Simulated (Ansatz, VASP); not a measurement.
**Co: VASP beside Ansatz**

```xyz
1
Lattice="0.0000 1.8012 1.8012 1.8012 0.0000 1.8012 1.8012 1.8012 0.0000" Properties=species:S:1:pos:R:3 pbc="T T T"
Co    0.0000    0.0000    0.0000
```

Change from the starting cell: parallel moments scaled by 0.1, free total moment.

Alike in both runs: task single point; functional PBE; k mesh 11 × 11 × 11; occupations gaussian, width 0.1 eV; collinear spin.

|  | VASP | Ansatz |
| --- | --- | --- |
| version | VASP 6.6.1 | Ansatz 0.2.0 |
| potentials or method | VASP PAW PBE potentials, release 64 (Co), cutoff 520 eV | PAW, plane waves, scalar-relativistic |
| valence electrons in the cell | 9 | 17 |

|  | VASP | Ansatz | Ansatz less VASP |
| --- | --- | --- | --- |
| pressure (GPa) | -23.8 | -13.2 | +10.62 |
| net moment per atom (μB) | 0.00 | 1.64 | +1.643 |
| size of the moment on the site where the two differ most (μB) | 0.00 | 1.72 | +1.722 |

The net moments are unlike, so the other rows may belong to different states. Site moments also hang on the region over which each program counts them. VASP's potentials hold 9 valence electrons a cell and Ansatz's 17, so a difference there can come from the potentials and not from the codes.
